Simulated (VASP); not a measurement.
Runs of VASP 6.6.1 on NaF (Villiaumite). The structure is that of space group Fm-3m (No. 225), or close to it. The cells are those of the table. 

```csv
task,cell,cutoff (eV),gap on the mesh (eV),pressure (GPa)
single point,"a = 3.066 Å, angles 60.0°, 2 atoms",520,(a),15.4
single point,"a = 3.117 Å, angles 60.0°, 2 atoms",520,7.02,10.2
relaxation of cell and atoms,"relaxed to 2 GPa from a = 3.274 Å, angles 60.0°, 2 atoms",600,(b),2.0
relaxation of cell and atoms,"relaxed to 10 GPa from a = 3.274 Å, angles 60.0°, 2 atoms",600,7.02,10.0
single point,"a = 3.198 Å, angles 60.0°, 2 atoms",520,6.56,4.0
```

Alike in all rows: level PBEsol; potentials or basis VASP PAW PBE potentials, release 64 (Na_pv, F); no spin polarisation; k mesh 8 × 8 × 8; smearing gaussian 0.01 eV.

Problem. Estimate the missing entries.

Solution. (a) 7.34; (b) 6.39.

Caveats: the PAW data sets were made with another functional, which shifts forces and pressure a little; the cell is relaxed towards a set pressure, so the enthalpy falls and the energy may rise (some runs).

